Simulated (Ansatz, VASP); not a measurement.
## One calculation of PbSe, two programs

File INCAR:

```
SYSTEM = PbSe
  PREC = Accurate
  ENCUT = 520
  EDIFF = 1E-7
  ISMEAR = 0
  SIGMA = 0.03
  LREAL = .FALSE.
  LASPH = .TRUE.
  NELM = 100
  ALGO = Normal
  ISIF = 2
  LWAVE = .FALSE.
  LCHARG = .FALSE.
  GGA = PE
  IVDW = 12
  NBANDS = 17
```

Contents of KPOINTS:

```
regular mesh
0
G
  10 10 10
  0 0 0
```

The input POSCAR:

```
PbSe
1.0
    0.0000000000      3.1011344938      3.3600792240
    3.1011344938      0.0000000000      3.3600792240
    3.1011344938      3.1011344938      0.0000000000
Pb Se
1 1
Direct
    0.0000000000      0.0000000000      0.0000000000
    0.5000000000      0.5000000000      0.5000000000
```

Input for Ansatz:

```yaml
crystal:
  lattice:
    - [0.0, 3.1011344938, 3.360079224]
    - [3.1011344938, 0.0, 3.360079224]
    - [3.1011344938, 3.1011344938, 0.0]
  atoms:
    - { symbol: Pb, position: [0.0, 0.0, 0.0] }
    - { symbol: Se, position: [0.5, 0.5, 0.5] }
basis:
  ecutwfc: 420
kpoints:
  mp_grid: { grid: [10, 10, 10] }
hamiltonian:
  xc: pbe
  dispersion: d3bj
scf:
  occupations: { method: gaussian, width: 0.03 }
output:
  forces: true
  stress: true
  eigenvalues: true
```

Alike in both runs: task single point; functional PBE; dispersion D3(BJ); k mesh 10 × 10 × 10; occupations gaussian, width 0.03 eV; no spin polarisation.

```csv
,VASP,Ansatz
version,VASP 6.6.1,Ansatz 0.2.0
potentials or method,"VASP PAW PBE potentials, release 64 (Pb_d, Se), cutoff 520 eV","scalar-relativistic, plane waves, PAW"
valence electrons in the cell,20,30
```

VASP gave:

| Item | Value |
| --- | --- |
| gap on the k mesh at the Fermi level (eV) | 0.51 |
| least direct gap on the mesh (eV) | 0.51 |
| pressure (GPa) | -1.8 |
| traceless stress, the component that is largest in VASP (GPa) | -3.43 |

Which values does Ansatz return?

gap on the k mesh at the Fermi level (eV): 0.50; least direct gap on the mesh (eV): 0.50; pressure (GPa): -1.8; traceless stress, the component that is largest in VASP (GPa): -3.42.

VASP's potentials hold 20 valence electrons a cell and Ansatz's 30, so a difference there can come from the potentials and not from the codes. Ansatz's warnings: dispersion switch in reach.

Neither program's run includes spin-orbit coupling.
